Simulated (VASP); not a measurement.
Here is a VASP 6.6.1 calculation.

Contents of INCAR:

```
  PREC = Accurate
  ENCUT = 500
  EDIFF = 1E-7
  ISMEAR = 0
  SIGMA = 0.1
  LREAL = F
  LASPH = T
  NELM = 120
  ALGO = Normal
  ISIF = 3
  LWAVE = F
  LCHARG = F
  GGA = PE
  IBRION = 2
  NSW = 80
  EDIFFG = -0.001
  GGA_COMPAT = F
  NELMIN = 4
```

File KPOINTS:

```
regular mesh
0
Gamma
  10 10 2
```

The input POSCAR:

```
In5Sb
1.0
    3.3518880254      0.0000000000      0.0000000000
    0.0000000000      3.3518880254      0.0000000000
    0.0000000000      0.0000000000     14.8669882359
In Sb
5 1
Direct
    0.5000000000      0.5000000000      0.1662409834
    0.0000000000      0.0000000000      0.3356107795
    0.5000000000      0.5000000000      0.8337590166
    0.0000000000      0.0000000000      0.6643892205
    0.5000000000      0.5000000000      0.5000000000
    0.0000000000      0.0000000000      0.0000000000
```

Potentials or basis: VASP PAW PBE potentials, release 64 (In_d, Sb).

The run is started by

```bash
$ cat potpaw_PBE.64/In_d/POTCAR potpaw_PBE.64/Sb/POTCAR > POTCAR
$ mpirun -np 1 vasp_std > vasp.out
```

Predict the relaxed cell.

a = 3.350 Å, b = 3.350 Å, c = 14.864 Å, α = 90.00°, β = 90.00°, γ = 90.00°.

Estimate the space group after relaxing (to 0.1 Å).

P4/mmm (No. 123).

Final structure:
```
In Sb
1.0
     3.34966    0.00000    0.00000
     0.00000    3.34966    0.00000
     0.00000    0.00000   14.86361
In Sb
5 1
Direct
  0.50000 0.50000 0.16623
  0.00000 0.00000 0.33562
  0.50000 0.50000 0.83377
  0.00000 0.00000 0.66438
  0.50000 0.50000 0.50000
  0.00000 0.00000 0.00000
```
